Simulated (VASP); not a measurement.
Wanted: the native input for a VASP 6.6.1 run.

| Item | Value |
| --- | --- |
| Task | single point |
| Functional | r2SCAN |
| Potentials or basis | VASP PAW PBE potentials, release 64 (Zn, O) |
| Cutoff | 520 eV |
| k mesh | 10 × 10 × 10 |
| Occupations | gaussian, width 0.01 eV |
| Spin | no spin polarisation |
| Dipole correction | no |
| Further INCAR settings | ALGO = Normal; EDIFF = 1e-07; NBANDS = 16 |

The system is ZnO.

```
Zn O
1.0
     0.01878    2.13377    2.13377
     2.13377    0.01878    2.13377
     2.15255    2.15255    0.00000
Zn O
1 1
Direct
  0.00000 0.00000 0.00000
  0.50000 0.50000 0.50000
```

This cell differs from its parent crystal: shear xy strain +1.8%.

The input as run:

POSCAR

```
ZnO
1.0
    0.0187771795      2.1337703963      2.1337703963
    2.1337703963      0.0187771795      2.1337703963
    2.1525475758      2.1525475758      0.0000000000
Zn O
1 1
Direct
    0.0000000000      0.0000000000      0.0000000000
    0.5000000000      0.5000000000      0.5000000000
```

INCAR.step1

```
SYSTEM = ZnO
PREC = Accurate ; ENCUT = 520
ISMEAR = 0 ; SIGMA = 0.01
LREAL = .False. ; LASPH = .True.
NELM = 100 ; NBANDS = 16
GGA = PE ; ALGO = Normal
EDIFF = 1E-4 ; LWAVE = .True.
LCHARG = .False.
```

INCAR.step2

```
SYSTEM = ZnO
PREC = Accurate ; ENCUT = 520
EDIFF = 1E-7 ; ISMEAR = 0
SIGMA = 0.01 ; LREAL = .False.
LASPH = .True. ; NELM = 100
ALGO = Normal ; ISIF = 2
LWAVE = .False. ; LCHARG = .True.
METAGGA = R2SCAN ; LMIXTAU = .True.
LELF = .True. ; LVHAR = .True.
NBANDS = 16 ; ISTART = 1
```

KPOINTS

```
regular mesh
0
Gamma
  10 10 10
  0 0 0
```

Potentials or basis: VASP PAW PBE potentials, release 64 (Zn, O).

The run is started by

```sh
$ cat potpaw_PBE.64/Zn/POTCAR potpaw_PBE.64/O/POTCAR > POTCAR
$ cp INCAR.step1 INCAR
$ mpirun -np 1 vasp_std > vasp.out
$ cp INCAR.step2 INCAR
$ mpirun -np 1 vasp_std > vasp.out
```

It gave:

The pressure is 1.5 GPa. The band gap on the k mesh is 1.53 eV, indirect (least direct gap 2.91 eV).

Caveat: the cell differs from its parent crystal (shear xy strain +1.8%); the PAW data sets were made with another functional, which shifts forces and pressure a little.

Wall time 110 s on 1 thread of Intel(R) Xeon(R) Platinum 8488C (Sapphire Rapids) (shared host), peak memory 0.18 GiB.
